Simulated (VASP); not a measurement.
# NaH (Fm-3m) in VASP: a series of runs

NaH is run at these levels: PBE, HSE06, PBE-based screened hybrid with 50 % exact exchange, HF, PBE-based screened hybrid with 35 % exact exchange; tasks: single point.

All numbers are computed with VASP 6.6.1; they aren't measurements. Logs are shortened: lines on timing, memory, paths and dates and some standing lists are left out, and cuts for length are marked.

## Step 1: The cell of the first run

Symmetry: Fm-3m, No. 225, cubic system. The conventional cell has a = 4.795 Å, b = 4.795 Å, c = 4.795 Å, α = 90.00°, β = 90.00°, γ = 90.00°. Within 3.2 Å of Na (site symmetry m-3m) lie 6 H at 2.40 Å. Within 3.2 Å of H (site symmetry m-3m) lie 6 Na at 2.40 Å.

## Step 2: Single point, PBE

The input, INCAR:

```
SYSTEM = NaH
PREC = Accurate ; ENCUT = 520
EDIFF = 1E-6 ; ISMEAR = 0
SIGMA = 0.01 ; LREAL = .FALSE.
LASPH = .TRUE. ; NELM = 100
ALGO = Normal ; ISIF = 2
LWAVE = .FALSE. ; LCHARG = .TRUE.
GGA = PE ; LELF = .TRUE.
LVHAR = .TRUE. ; NBANDS = 11
```

The input, KPOINTS:

```
Automatic mesh
0
G
  6 6 6
  0 0 0
```

The input, POSCAR:

```
NaH
1.0
    0.0000000000      2.3975116427      2.3975116427
    2.3975116427      0.0000000000      2.3975116427
    2.3975116427      2.3975116427      0.0000000000
Na H
1 1
Direct
    0.0000000000      0.0000000000      0.0000000000
    0.5000000000      0.5000000000      0.5000000000
```

Potentials or basis: VASP PAW PBE potentials, release 64 (Na_pv, H).

On the command line:

```console
cat potpaw_PBE.64/Na_pv/POTCAR potpaw_PBE.64/H/POTCAR > POTCAR
mpirun -np 1 vasp_std > vasp.out
```

OUTCAR:

```text
SYSTEM = NaH
   PREC = Accurate
   ENCUT = 520
   EDIFF = 1E-6
   ISMEAR = 0
   LREAL = .FALSE.
   LASPH = .TRUE.
   NELM = 100
   ISIF = 2
   GGA = PE

 ion  position               nearest neighbor table
   1  0.000  0.000  0.000-
   2  0.500  0.500  0.500-

  LATTYP: Found a face centered cubic cell.
 ALAT       =     4.7950232854

  Lattice vectors:

 A1 = (   0.0000000000,   2.3975116427,   2.3975116427)
 A2 = (   2.3975116427,   0.0000000000,   2.3975116427)
 A3 = (   2.3975116427,   2.3975116427,   0.0000000000)

Analysis of symmetry for initial positions (statically):
=====================================================================
 Subroutine PRICEL returns:
 Original cell was already a primitive cell.

 Routine SETGRP: Setting up the symmetry group for a
 face centered cubic supercell.

 Subroutine GETGRP returns: Found 48 space group operations
 (whereof 48 operations were pure point group operations)
 out of a pool of 48 trial point group operations.

The static configuration has the point symmetry O_h .

Analysis of symmetry for dynamics (positions and initial velocities):
=====================================================================
 Subroutine PRICEL returns:
 Original cell was already a primitive cell.

 Routine SETGRP: Setting up the symmetry group for a
 face centered cubic supercell.

 Subroutine GETGRP returns: Found 48 space group operations
 (whereof 48 operations were pure point group operations)
 out of a pool of 48 trial point group operations.

The dynamic configuration has the point symmetry O_h .

 Subroutine INISYM returns: Found 48 space group operations
 (whereof 48 operations are pure point group operations),
 and found     1 'primitive' translations

----------------------------------------------------------------------------------------

                                     Primitive cell

  volume of cell :      27.5621

  direct lattice vectors                    reciprocal lattice vectors
     0.000000000  2.397511643  2.397511643    -0.208549561  0.208549561  0.208549561
     2.397511643  0.000000000  2.397511643     0.208549561 -0.208549561  0.208549561
     2.397511643  2.397511643  0.000000000     0.208549561  0.208549561 -0.208549561

  length of vectors
     3.390593481  3.390593481  3.390593481     0.361218435  0.361218435  0.361218435

  position of ions in fractional coordinates (direct lattice)
     0.000000000  0.000000000  0.000000000
     0.500000000  0.500000000  0.500000000

  ion indices of the primitive-cell ions
   primitive index   ion index
                 1           1
                 2           2

----------------------------------------------------------------------------------------

 KPOINTS: Automatic mesh

Automatic generation of k-mesh.
 Grid dimensions read from file:
 generate k-points for:    6    6    6

 Generating k-lattice:

  Cartesian coordinates                     Fractional coordinates (reciprocal lattice)
    -0.034758260  0.034758260  0.034758260     0.166666667  0.000000000  0.000000000
     0.034758260 -0.034758260  0.034758260     0.000000000  0.166666667  0.000000000
     0.034758260  0.034758260 -0.034758260     0.000000000  0.000000000  0.166666667

  Length of vectors
     0.060203073  0.060203073  0.060203073

  Shift w.r.t. Gamma in fractional coordinates (k-lattice)
     0.000000000  0.000000000  0.000000000

 Subroutine IBZKPT returns following result:
 ===========================================

 Found     16 irreducible k-points:

 Following reciprocal coordinates:
            Coordinates               Weight
  0.000000  0.000000  0.000000      1.000000
  0.166667  0.000000  0.000000      8.000000
  0.333333  0.000000  0.000000      8.000000
  0.500000  0.000000  0.000000      4.000000
  0.166667  0.166667  0.000000      6.000000
  0.333333  0.166667  0.000000     24.000000
[... 8 lines left out ...]
 -0.333333  0.333333  0.166667     24.000000
 -0.333333  0.500000  0.166667     12.000000
   k-points           NKPTS =     16   k-points in BZ     NKDIM =     16   number of bands    NBANDS=     11
   number of dos      NEDOS =    301   number of ions     NIONS =      2
   total plane-waves  NPLWV =  21952
   dimension x,y,z NGX =    28 NGY =   28 NGZ =   28
   dimension x,y,z NGXF=    56 NGYF=   56 NGZF=   56
   ions per type =               1   1
   NGX,Y,Z   is equivalent  to a cutoff of  13.73, 13.73, 13.73 a.u.
   NGXF,Y,Z  is equivalent  to a cutoff of  27.46, 27.46, 27.46 a.u.
 SYSTEM =  NaH
   PREC   = accura    normal or accurate (medium, high low for compatibility)
   ISTART =      0    job   : 0-new  1-cont  2-samecut
   ICHARG =      2    charge: 1-file 2-atom 10-const
   ISPIN  =      1    spin polarized calculation?
   LNONCOLLINEAR =      F non collinear calculations
   LSORBIT =      F    spin-orbit coupling
   LASPH  =      T    aspherical Exc in radial PAW
   ENCUT  =  520.0 eV  38.22 Ry    6.18 a.u.   6.30  6.30  6.30*2*pi/ulx,y,z
   NELM   =    100;   NELMIN=  2; NELMDL= -5     # of ELM steps
   EDIFF  = 0.1E-05   stopping-criterion for ELM
   LREAL  =      F    real-space projection
   EDIFFG = 0.1E-04   stopping-criterion for IOM
   NSW    =      0    number of steps for IOM
   IBRION =     -1    ionic relax: 0-MD 1-quasi-New 2-CG
   NFREE  =      0    steps in history (QN), initial steepest desc. (CG)
   ISIF   =      2    stress and relaxation
   ISYM   =      2    0-nonsym 1-usesym 2-fastsym
   POTIM  = 0.5000    time-step for ionic-motion
   TEBEG  =    0.0;   TEEND  =   0.0 temperature during run
   PSTRESS=    0.0 pullay stress
   NELECT =       8.0000    total number of electrons
   NUPDOWN=      -1.0000    fix difference up-down
   EMIN   =  10.00;   EMAX   =-10.00  energy-range for DOS
   EFERMI =   0.00;   METHOD = LEGACY
   ISMEAR =     0;   SIGMA  =   0.01  broadening in eV -4-tet -1-fermi 0-gaus
   EFERMI_NEDOS =   21; number of points for ismear=-14 and -15
   IALGO  =     38    algorithm
   IMIX   =      4    mixing-type and parameters
     AMIX     =   0.40;   BMIX     =  1.00
     AMIX_MAG =   1.60;   BMIX_MAG =  1.00
  volume/ion in A,a.u.               =      13.78        93.00
  Fermi-wavevector in a.u.,A,eV,Ry     =   1.083929  2.048328 15.985508  1.174902
  Thomas-Fermi vector in A             =   2.220007
   LORBIT       =      0    0 simple, 1 ext, 2 COOP (PROOUT), +10 PAW based schemes
   GGA     = PE    functional components
   LHFCALC =     F    Hartree Fock is set to
   AEXX    =    0.0000 exact exchange contribution
   IVDW    =     0    specifies the selected vdW correction
   LEPSILON=     F    determine dielectric tensor
   LRPA    =     F    only Hartree local field effects (RPA)
 non-spin polarized calculation
 Gauss-broadening in eV      SIGMA  =   0.01
  energy-cutoff  :      520.00
  volume of cell :       27.56
 maximum number of plane-waves:       754
 NGX is ok and might be reduce to    28
   NGX = 13   NGY = 13   NGZ = 13

 number of electron       7.9999992 magnetization

 Free energy of the ion-electron system (eV)
  ---------------------------------------------------
  ext. energy  EPLUGINS =         0.00000000
  ---------------------------------------------------
  free energy    TOTEN  =        -5.08640462 eV

  energy without entropy =       -5.08640462  energy(sigma->0) =       -5.08640462

 E-fermi :  -1.0215     XC(G=0):  -7.8486

 val. band max:       -1.0857915951   @ k =  -0.3333   0.5000   0.1667
 cond. band min:       2.7609813178   @ k =   0.5000   0.0000   0.0000
 fundamental gap:      3.8467729129
 Fermi energy:        -1.0215240235

 k-point     1 :       0.0000    0.0000    0.0000
  band No.  band energies     occupation
      1     -23.1001      2.00000
      2     -23.1001      2.00000
      3     -23.1001      2.00000
      4      -4.7222      2.00000
      5       9.5871      0.00000
      6      14.7385      0.00000
      7      14.7385      0.00000
      8      14.7385      0.00000
      9      15.6542      0.00000
     10      15.6542      0.00000
     11      15.6542      0.00000

 k-point     2 :       0.1667    0.0000    0.0000
  band No.  band energies     occupation
      1     -23.1258      2.00000
      2     -23.1031      2.00000
      3     -23.1031      2.00000
      4      -4.2407      2.00000
      5       7.9808      0.00000
      6      11.4635      0.00000
      7      13.6307      0.00000
      8      13.6308      0.00000
      9      16.8721      0.00000
     10      16.8721      0.00000
     11      17.2250      0.00000

 k-point     3 :       0.3333    0.0000    0.0000
  band No.  band energies     occupation
      1     -23.1765      2.00000
      2     -23.1092      2.00000
      3     -23.1092      2.00000
      4      -2.9553      2.00000
      5       4.6237      0.00000
      6      10.2046      0.00000
      7      12.7740      0.00000
      8      12.7740      0.00000
      9      16.0911      0.00000
     10      16.0911      0.00000
     11      18.3369      0.00000

 k-point     4 :       0.5000    0.0000    0.0000
  band No.  band energies     occupation
      1     -23.2014      2.00000
      2     -23.1122      2.00000
      3     -23.1122      2.00000
      4      -1.9061      2.00000
      5       2.7610      0.00000
      6       9.9047      0.00000
      7      12.4907      0.00000
      8      12.4907      0.00000
      9      15.5867      0.00000
     10      15.5868      0.00000
     11      18.1632      0.00000

 k-point     5 :       0.1667    0.1667    0.0000
  band No.  band energies     occupation
      1     -23.1249      2.00000
      2     -23.1086      2.00000
      3     -23.1086      2.00000
      4      -4.0871      2.00000
      5       7.9412      0.00000
      6      11.9324      0.00000
      7      12.1072      0.00000
      8      12.1072      0.00000
      9      15.7079      0.00000
     10      17.7849      0.00000
     11      19.6484      0.00000
[... 99 lines left out ...]
 k-point    13 :       0.5000    0.5000    0.0000
  band No.  band energies     occupation
      1     -23.1903      2.00000
      2     -23.1344      2.00000
      3     -23.1344      2.00000
      4      -1.2206      2.00000
      5       3.6455      0.00000
      6       9.0817      0.00000
      7       9.7800      0.00000
      8       9.7800      0.00000
      9      10.9713      0.00000
     10      23.0720      0.00000
     11      24.8590      0.00000

 k-point    14 :       0.5000    0.3333    0.1667
  band No.  band energies     occupation
      1     -23.1737      2.00000
      2     -23.1384      2.00000
      3     -23.1208      2.00000
      4      -2.0405      2.00000
      5       4.8187      0.00000
      6       6.8034      0.00000
      7       9.7795      0.00000
      8      14.6554      0.00000
      9      14.7506      0.00000
     10      17.1170      0.00000
     11      21.0467      0.00000

 k-point    15 :      -0.3333    0.3333    0.1667
  band No.  band energies     occupation
      1     -23.1762      2.00000
      2     -23.1498      2.00000
      3     -23.1264      2.00000
      4      -1.3020      2.00000
      5       4.1228      0.00000
      6       5.9164      0.00000
      7       8.9388      0.00000
      8      14.6632      0.00000
      9      15.8561      0.00000
     10      18.3086      0.00000
     11      20.2266      0.00000

 k-point    16 :      -0.3333    0.5000    0.1667
  band No.  band energies     occupation
      1     -23.1763      2.00000
      2     -23.1483      2.00000
      3     -23.1361      2.00000
      4      -1.0858      2.00000
      5       4.2679      0.00000
      6       6.1632      0.00000
      7       7.8182      0.00000
      8      14.1110      0.00000
      9      14.2860      0.00000
     10      20.0290      0.00000
     11      20.1786      0.00000

------------------------ aborting loop because EDIFF is reached ----------------------------------------

  FORCE on cell =-STRESS in cart. coord.  units (eV):
  Direction    XX          YY          ZZ          XY          YZ          ZX
  --------------------------------------------------------------------------------------
  -------------------------------------------------------------------------------------
  Total        0.0915457      0.0915457      0.0915457     -0.0000000      0.0000000      0.0000000
  in kB        5.3215261      5.3215261      5.3215261     -0.0000000      0.0000000      0.0000000
  external PRESSURE =       5.3215261 kB  Pullay stress =       0.0000000 kB

 VOLUME and BASIS-vectors are now :
 -----------------------------------------------------------------------------
  energy-cutoff  :      520.00
  volume of cell :       27.56
      direct lattice vectors                 reciprocal lattice vectors
     0.000000000  2.397511643  2.397511643    -0.208549561  0.208549561  0.208549561
     2.397511643  0.000000000  2.397511643     0.208549561 -0.208549561  0.208549561
     2.397511643  2.397511643  0.000000000     0.208549561  0.208549561 -0.208549561

 POSITION                                       TOTAL-FORCE (eV/Angst)
 -----------------------------------------------------------------------------------
      0.00000      0.00000      0.00000         0.000000      0.000000      0.000000
      2.39751      2.39751      2.39751         0.000000      0.000000      0.000000
 -----------------------------------------------------------------------------------
    total drift:                               -0.000000     -0.000000     -0.000000

  FREE ENERGIE OF THE ION-ELECTRON SYSTEM (eV)
  ---------------------------------------------------
  free  energy   TOTEN  =        -5.0864046241 eV

  energy  without entropy=       -5.0864046241  energy(sigma->0) =       -5.08640462
```

Run time: 4.4 s. Hardware: 1 thread of Intel Xeon Platinum 8488C (Sapphire Rapids), shared host; peak memory 0.14 GiB.

Results:

* Free energy: -5.0864 eV
* Pressure: 0.5 GPa
* Band gap on the k mesh: 3.85 eV (least direct gap 4.67 eV)

Levels at points of the mesh, in eV from the valence-band top:
```csv
k point,band 2,band 3,band 4,band 5,band 6,band 7
"(0.00, 0.00, 0.00)",-22.01,-22.01,-3.64,10.67,15.82,15.82
"(0.50, 0.00, 0.00)",-22.03,-22.03,-0.82,3.85,10.99,13.58
"(0.50, 0.50, 0.00)",-22.05,-22.05,-0.13,4.73,10.17,10.87
```

A k mesh can miss the band edges. As with any semilocal functional, this PBE gap is likely too small.

## Step 3: Single point, HSE06

POSCAR is that of step 2.

The input, INCAR.step1:

```
SYSTEM = NaH
PREC = Accurate
ENCUT = 520
EDIFF = 1E-5
ISMEAR = 0
SIGMA = 0.01
LREAL = .FALSE.
LASPH = .TRUE.
NELM = 60
ALGO = Normal
ISIF = 2
LWAVE = .TRUE.
LCHARG = .FALSE.
GGA = PE
NBANDS = 11
```

The input, INCAR.step2:

```
SYSTEM = NaH
PREC = Accurate
ENCUT = 520
EDIFF = 1E-6
ISMEAR = 0
SIGMA = 0.01
LREAL = .FALSE.
LASPH = .TRUE.
NELM = 60
ALGO = Normal
ISIF = 2
LWAVE = .FALSE.
LCHARG = .FALSE.
GGA = PE
LHFCALC = .TRUE.
HFSCREEN = 0.2079
PRECFOCK = Normal
ISTART = 1
NBANDS = 11
```

The input, KPOINTS:

```
regular mesh
0
G
  4 4 4
  0 0 0
```

Potentials or basis: VASP PAW PBE potentials, release 64 (Na_pv, H).

On the command line:

```console
cat potpaw_PBE.64/Na_pv/POTCAR potpaw_PBE.64/H/POTCAR > POTCAR
cp INCAR.step1 INCAR
mpirun -np 1 vasp_std > vasp.out
cp INCAR.step2 INCAR
mpirun -np 1 vasp_std > vasp.out
```

It took 37 s on 1 thread of Intel Xeon Platinum 8488C (Sapphire Rapids), shared host; peak memory 0.24 GiB.

The run converged. Its results:

- Free energy: -5.7630 eV
- Pressure: 0.2 GPa
- Band gap on the k mesh: 4.85 eV (least direct gap 5.81 eV)

Levels at points of the mesh, in eV from the valence-band top:
```csv
k point,band 2,band 3,band 4,band 5,band 6,band 7
"(0.00, 0.00, 0.00)",-24.35,-24.35,-4.02,12.19,17.18,17.18
"(0.50, 0.00, 0.00)",-24.36,-24.36,-0.97,4.85,12.33,14.94
"(0.50, 0.50, 0.00)",-24.38,-24.38,-0.19,5.72,11.35,12.13
```

Caveat: the k points lie up to 0.57 Å⁻¹ apart; the PAW data sets were made with another functional, which shifts forces and pressure a little. A k mesh can miss the band edges.

(Part 1 of 2 ends here.)
